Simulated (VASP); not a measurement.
# LiF (I4mm) in VASP: a series of runs, part 2 of 2

VASP 6.6.1.

## (3) Single point, PBE

Input file INCAR:

```
SYSTEM = LiF
PREC = Accurate ; ENCUT = 520
EDIFF = 1E-7 ; ISMEAR = 0
SIGMA = 0.05 ; LREAL = .False.
LASPH = .True. ; NELM = 60
ALGO = Normal ; ISIF = 2
LWAVE = .False. ; LCHARG = .True.
GGA = PE ; LELF = .True.
LVHAR = .True. ; NBANDS = 12
```

Input file KPOINTS:

```
regular mesh
0
Gamma
  10 10 10
  0 0 0
```

Input file POSCAR:

```
LiF
1.0
    0.0000000000      2.0140000000      2.0140000000
    2.0140000000      0.0000000000      2.0140000000
    2.0140000000      2.0140000000      0.0000000000
Li F
1 1
Direct
   -0.0465491559     -0.0465491559      0.0465491559
    0.5000000000      0.5000000000      0.5000000000
```

Potentials or basis: VASP PAW PBE potentials, release 64 (Li_sv, F).

On the command line:

```bash
> cat potpaw_PBE.64/Li_sv/POTCAR potpaw_PBE.64/F/POTCAR > POTCAR
> mpirun -np 1 vasp_std > vasp.out
```

OUTCAR:

```text
SYSTEM = LiF
   PREC = Accurate
   ENCUT = 520
   EDIFF = 1E-7
   ISMEAR = 0
   LREAL = .False.
   LASPH = .True.
   NELM = 60
   ISIF = 2
   GGA = PE

 ion  position               nearest neighbor table
   1  0.953  0.953  0.047-   2 1.83   2 2.02   2 2.02   2 2.02   2 2.02   2 2.20
   2  0.500  0.500  0.500-   1 1.83   1 2.02   1 2.02   1 2.02   1 2.02   1 2.20

  LATTYP: Found a face centered cubic cell.
 ALAT       =     4.0280000000

  Lattice vectors:

 A1 = (   0.0000000000,   2.0140000000,   2.0140000000)
 A2 = (   2.0140000000,   0.0000000000,   2.0140000000)
 A3 = (   2.0140000000,   2.0140000000,   0.0000000000)

Analysis of symmetry for initial positions (statically):
=====================================================================
 Subroutine PRICEL returns:
 Original cell was already a primitive cell.

 Routine SETGRP: Setting up the symmetry group for a
 face centered cubic supercell.

 Subroutine GETGRP returns: Found  8 space group operations
 (whereof  8 operations were pure point group operations)
 out of a pool of 48 trial point group operations.

The static configuration has the point symmetry C_4v.

Analysis of symmetry for dynamics (positions and initial velocities):
=====================================================================
 Subroutine PRICEL returns:
 Original cell was already a primitive cell.

 Routine SETGRP: Setting up the symmetry group for a
 face centered cubic supercell.

 Subroutine GETGRP returns: Found  8 space group operations
 (whereof  8 operations were pure point group operations)
 out of a pool of 48 trial point group operations.

The dynamic configuration has the point symmetry C_4v.

 Subroutine INISYM returns: Found  8 space group operations
 (whereof  8 operations are pure point group operations),
 and found     1 'primitive' translations

----------------------------------------------------------------------------------------

                                     Primitive cell

  volume of cell :      16.3384

  direct lattice vectors                    reciprocal lattice vectors
     0.000000000  2.014000000  2.014000000    -0.248262165  0.248262165  0.248262165
     2.014000000  0.000000000  2.014000000     0.248262165 -0.248262165  0.248262165
     2.014000000  2.014000000  0.000000000     0.248262165  0.248262165 -0.248262165

  length of vectors
     2.848226115  2.848226115  2.848226115     0.430002683  0.430002683  0.430002683

  position of ions in fractional coordinates (direct lattice)
     0.953450844  0.953450844  0.046549156
     0.500000000  0.500000000  0.500000000

  ion indices of the primitive-cell ions
   primitive index   ion index
                 1           1
                 2           2

----------------------------------------------------------------------------------------

 KPOINTS: regular mesh

Automatic generation of k-mesh.
 Grid dimensions read from file:
 generate k-points for:   10   10   10

 Generating k-lattice:

  Cartesian coordinates                     Fractional coordinates (reciprocal lattice)
    -0.024826216  0.024826216  0.024826216     0.100000000  0.000000000  0.000000000
     0.024826216 -0.024826216  0.024826216     0.000000000  0.100000000  0.000000000
[... 41 lines left out ...]
   number of dos      NEDOS =    301   number of ions     NIONS =      2
   total plane-waves  NPLWV =  13824
   dimension x,y,z NGX =    24 NGY =   24 NGZ =   24
   dimension x,y,z NGXF=    48 NGYF=   48 NGZF=   48
   ions per type =               1   1
   NGX,Y,Z   is equivalent  to a cutoff of  14.01, 14.01, 14.01 a.u.
   NGXF,Y,Z  is equivalent  to a cutoff of  28.02, 28.02, 28.02 a.u.
 SYSTEM =  LiF
   PREC   = accura    normal or accurate (medium, high low for compatibility)
   ISTART =      0    job   : 0-new  1-cont  2-samecut
   ICHARG =      2    charge: 1-file 2-atom 10-const
   ISPIN  =      1    spin polarized calculation?
   LNONCOLLINEAR =      F non collinear calculations
   LSORBIT =      F    spin-orbit coupling
   LASPH  =      T    aspherical Exc in radial PAW
   ENCUT  =  520.0 eV  38.22 Ry    6.18 a.u.   5.30  5.30  5.30*2*pi/ulx,y,z
   NELM   =     60;   NELMIN=  2; NELMDL= -5     # of ELM steps
   EDIFF  = 0.1E-06   stopping-criterion for ELM
   LREAL  =      F    real-space projection
   EDIFFG = 0.1E-05   stopping-criterion for IOM
   NSW    =      0    number of steps for IOM
   IBRION =     -1    ionic relax: 0-MD 1-quasi-New 2-CG
   NFREE  =      0    steps in history (QN), initial steepest desc. (CG)
   ISIF   =      2    stress and relaxation
   ISYM   =      2    0-nonsym 1-usesym 2-fastsym
   POTIM  = 0.5000    time-step for ionic-motion
   TEBEG  =    0.0;   TEEND  =   0.0 temperature during run
   PSTRESS=    0.0 pullay stress
   NELECT =      10.0000    total number of electrons
   NUPDOWN=      -1.0000    fix difference up-down
   EMIN   =  10.00;   EMAX   =-10.00  energy-range for DOS
   EFERMI =   0.00;   METHOD = LEGACY
   ISMEAR =     0;   SIGMA  =   0.05  broadening in eV -4-tet -1-fermi 0-gaus
   EFERMI_NEDOS =   21; number of points for ismear=-14 and -15
   IALGO  =     38    algorithm
   IMIX   =      4    mixing-type and parameters
     AMIX     =   0.40;   BMIX     =  1.00
     AMIX_MAG =   1.60;   BMIX_MAG =  1.00
  volume/ion in A,a.u.               =       8.17        55.13
  Fermi-wavevector in a.u.,A,eV,Ry     =   1.389970  2.626662 26.286674  1.932016
  Thomas-Fermi vector in A             =   2.513950
   LORBIT       =      0    0 simple, 1 ext, 2 COOP (PROOUT), +10 PAW based schemes
   GGA     = PE    functional components
   LHFCALC =     F    Hartree Fock is set to
   AEXX    =    0.0000 exact exchange contribution
   IVDW    =     0    specifies the selected vdW correction
   LEPSILON=     F    determine dielectric tensor
   LRPA    =     F    only Hartree local field effects (RPA)
 non-spin polarized calculation
 Gauss-broadening in eV      SIGMA  =   0.05
  energy-cutoff  :      520.00
  volume of cell :       16.34
 maximum number of plane-waves:       459
 NGX is ok and might be reduce to    24
   NGX = 11   NGY = 11   NGZ = 11

 number of electron      10.0000000 magnetization

 number of electron       9.9999996 magnetization

 Free energy of the ion-electron system (eV)
  ---------------------------------------------------
  ext. energy  EPLUGINS =         0.00000000
  ---------------------------------------------------
  free energy    TOTEN  =        -9.60282192 eV

  energy without entropy =       -9.60282192  energy(sigma->0) =       -9.60282192

 E-fermi :  -0.7900     XC(G=0):  -9.9668

 val. band max:       -1.0237532044   @ k =   0.0000   0.0000   0.0000
 cond. band min:       8.0112034724   @ k =   0.0000   0.0000   0.0000
 fundamental gap:      9.0349566768
 Fermi energy:        -0.7900289816

 k-point     1 :       0.0000    0.0000    0.0000
  band No.  band energies     occupation
      1     -41.9113      2.00000
      2     -21.0050      2.00000
      3      -1.0830      2.00000
      4      -1.0238      2.00000
      5      -1.0238      2.00000
      6       8.0112      0.00000
      7      21.9488      0.00000
      8      21.9488      0.00000
      9      23.2528      0.00000
     10      23.3562      0.00000
     11      24.3998      0.00000
     12      24.3999      0.00000
[... 331 lines left out ...]
 k-point    24 :       0.0000   -0.1000    0.1000
  band No.  band energies     occupation
      1     -41.8967      2.00000
      2     -20.9074      2.00000
      3      -1.6706      2.00000
      4      -1.2338      2.00000
      5      -1.0601      2.00000
      6       8.7332      0.00000
      7      18.6612      0.00000
      8      20.2765      0.00000
      9      21.2911      0.00000
     10      23.6891      0.00000
     11      25.1547      0.00000
     12      26.8800      0.00000

 [... further k-points ...]

------------------------ aborting loop because EDIFF is reached ----------------------------------------

  FORCE on cell =-STRESS in cart. coord.  units (eV):
  Direction    XX          YY          ZZ          XY          YZ          ZX
  --------------------------------------------------------------------------------------
  -------------------------------------------------------------------------------------
  Total        0.1379948      0.1379948      0.7143707      0.0000000      0.0000000      0.0000000
  in kB       13.5320934     13.5320934     70.0528569      0.0000000      0.0000000      0.0000000
  external PRESSURE =      32.3723479 kB  Pullay stress =       0.0000000 kB

 VOLUME and BASIS-vectors are now :
 -----------------------------------------------------------------------------
  energy-cutoff  :      520.00
  volume of cell :       16.34
      direct lattice vectors                 reciprocal lattice vectors
     0.000000000  2.014000000  2.014000000    -0.248262165  0.248262165  0.248262165
     2.014000000  0.000000000  2.014000000     0.248262165 -0.248262165  0.248262165
     2.014000000  2.014000000  0.000000000     0.248262165  0.248262165 -0.248262165

 POSITION                                       TOTAL-FORCE (eV/Angst)
 -----------------------------------------------------------------------------------
      2.01400      2.01400      3.84050         0.000000      0.000000      0.429101
      2.01400      2.01400      2.01400         0.000000      0.000000     -0.429101
 -----------------------------------------------------------------------------------
    total drift:                               -0.000000     -0.000000     -0.000126

  FREE ENERGIE OF THE ION-ELECTRON SYSTEM (eV)
  ---------------------------------------------------
  free  energy   TOTEN  =        -9.6028219154 eV

  energy  without entropy=       -9.6028219154  energy(sigma->0) =       -9.60282192
```

OSZICAR:

```text
N       E                     dE             d eps       ncg     rms          rms(c)
DAV:   1     0.320270875071E+02    0.32027E+02   -0.54666E+03  2520   0.843E+02
DAV:   2    -0.877645658563E+01   -0.40804E+02   -0.39915E+02  2960   0.188E+02
DAV:   3    -0.101119853567E+02   -0.13355E+01   -0.13312E+01  3336   0.300E+01
DAV:   4    -0.101299302318E+02   -0.17945E-01   -0.17944E-01  2800   0.346E+00
DAV:   5    -0.101301605073E+02   -0.23028E-03   -0.23027E-03  3104   0.298E-01    0.461E+00
DAV:   6    -0.959074012169E+01    0.53942E+00   -0.25675E+00  2716   0.997E+00    0.139E+00
DAV:   7    -0.959549640671E+01   -0.47563E-02   -0.19715E-02  3096   0.125E+00    0.870E-01
DAV:   8    -0.960272298164E+01   -0.72266E-02   -0.15791E-02  2916   0.131E+00    0.116E-01
DAV:   9    -0.960273690060E+01   -0.13919E-04   -0.11347E-03  2892   0.298E-01    0.451E-02
DAV:  10    -0.960282027067E+01   -0.83370E-04   -0.14011E-04  2772   0.961E-02    0.169E-02
DAV:  11    -0.960282214182E+01   -0.18712E-05   -0.13562E-05  3320   0.340E-02    0.304E-03
DAV:  12    -0.960282166419E+01    0.47763E-06   -0.97165E-07  2812   0.956E-03    0.146E-03
DAV:  13    -0.960282181179E+01   -0.14760E-06   -0.73828E-08  1820   0.199E-03    0.423E-04
DAV:  14    -0.960282192643E+01   -0.11463E-06   -0.61014E-09  1380   0.756E-04    0.681E-05
DAV:  15    -0.960282191540E+01    0.11027E-07   -0.57966E-10  1276   0.196E-04
   1 F= -.96028219E+01 E0= -.96028219E+01  d E =-.306516E-13
```

stdout:

```text
POSCAR found type information on POSCAR LiF
 POSCAR found :  2 types and       2 ions
 scaLAPACK will be used
 LDA part: xc-table for (Slater+PW92), standard interpolation
 POSCAR, INCAR and KPOINTS ok, starting setup
 FFT: planning ... GRIDC
 FFT: planning ... GRID_SOFT
 FFT: planning ... GRID
 WAVECAR not read
 entering main loop
```

Run time: 8 s. Hardware: 1 thread of Intel Xeon 6975P-C (Granite Rapids), shared host; peak memory 0.14 GiB.

What came out:

- Free energy: -9.6028 eV
- Largest force: 0.429 eV/Å
- Band gap on the k mesh: 9.04 eV, direct

Forces in eV/Å, atoms in the order of the input:
```
Li   0.000  0.000  0.429
F    0.000  0.000 -0.429
```

Levels at points of the mesh, in eV from the valence-band top:
| k point | band 1 | band 2 | band 3 | band 4 | band 5 | band 6 | band 7 | band 8 | band 9 | band 10 |
| --- | --- | --- | --- | --- | --- | --- | --- | --- | --- | --- |
| (0.00, 0.00, 0.00) | -40.89 | -19.98 | -0.06 | 0.00 | 0.00 | 9.04 | 22.97 | 22.97 | 24.28 | 24.38 |
| (0.50, 0.00, 0.00) | -40.83 | -19.56 | -2.53 | -0.29 | -0.24 | 10.84 | 16.51 | 18.94 | 19.34 | 30.06 |
| (0.50, 0.50, 0.00) | -40.81 | -19.32 | -2.97 | -1.01 | -1.01 | 14.53 | 16.48 | 17.82 | 20.26 | 20.26 |
| (0.00, 0.50, 0.50) | -40.81 | -19.29 | -3.01 | -1.02 | -0.99 | 14.81 | 16.16 | 16.80 | 20.61 | 21.39 |

Caveat: the cell differs from its parent crystal (all Li atoms moved +0.188 Å, as atom 1 towards its neighbour atom 2 (F) at 2.014 Å); the cutoff is under 1.25 times the usual one of these potentials, so pressure, stress and relaxed cells hold a basis-set (Pulay) error.
